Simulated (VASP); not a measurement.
Crystal: SrO (rocksalt type).

```
CELL_PARAMETERS angstrom
0.00000 2.49896 2.49896
2.49896 0.00000 2.49896
2.49896 2.49896 0.00000
ATOMIC_POSITIONS crystal
Sr 0.00000 0.00000 0.00000
O 0.50000 0.50000 0.50000
```

* Program: VASP 6.6.1
* Task: relaxation of cell and atoms
* Functional: PBE
* Potentials or basis: VASP PAW PBE potentials, release 64 (Sr_sv, O)
* Cutoff: 600 eV
* k mesh: 13 × 13 × 13
* Occupations: fermi-dirac, width 0.03 eV
* Spin: no spin polarisation

At the start: pressure 13.5 GPa; volume 15.61 Å³/atom.

Question: Where does the relaxation end?

Answer: Over 3 steps the energy falls by 76.0 meV/atom and the volume is 17.62 Å³/atom (+12.9 %); space group Fm-3m (No. 225, to 0.1 Å) before and after.

The path:
```tsv
step	energy change (eV)	largest force (eV/Å)	pressure (GPa)	volume (Å³)
1	0.0000	0.0000	13.49	31.21
2	-0.1176	0.0000	-4.59	37.53
3	-0.1521	0.0000	0.04	35.24
```

Final structure:
```
Sr O
1.0
     0.00000    2.60216    2.60216
     2.60216    0.00000    2.60216
     2.60216    2.60216    0.00000
Sr O
1 1
Direct
  0.00000 0.00000 0.00000
  0.50000 0.50000 0.50000
```
